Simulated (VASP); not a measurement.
A run of VASP 6.6.1 is set up as follows.

Contents of INCAR:

```
SYSTEM = Ru
PREC     = Accurate       ! precision mode
ENCUT    = 520            ! plane-wave cutoff, eV
EDIFF    = 1E-6           ! SCF threshold, eV
ISMEAR   = 0              ! smearing method
SIGMA    = 0.1            ! smearing width, eV
LREAL    = .FALSE.        ! projectors in reciprocal space
LASPH    = .TRUE.         ! aspherical terms in the spheres
NELM     = 80             ! most SCF steps
ALGO     = Normal         ! electronic algorithm
ISIF     = 2              ! what is computed and relaxed
LWAVE    = .FALSE.        ! write WAVECAR
LCHARG   = .FALSE.        ! write CHGCAR
GGA      = PS             ! functional
NBANDS   = 13             ! bands
```

The input KPOINTS:

```
regular mesh
0
G
  20 20 20
  0 0 0
```

POSCAR

```
Ru
1.0
   -1.5090863515      1.5090863515      1.5090863515
    1.5090863515     -1.5090863515      1.5090863515
    1.5090863515      1.5090863515     -1.5090863515
Ru
1
Direct
    0.0000000000      0.0000000000      0.0000000000
```

Potentials or basis: VASP PAW PBE potentials, release 64 (Ru_pv).

Run with:

```console
$ cat potpaw_PBE.64/Ru_pv/POTCAR > POTCAR
$ mpirun -np 1 vasp_std > vasp.out
```

Predict the pressure.

0.0 GPa.

Predict the band gap on the k mesh.

zero (band 7 reaches 14.52 eV, above the bottom of band 8 at 10.82 eV).

Caveat: the PAW data sets were made with another functional, which shifts forces and pressure a little.
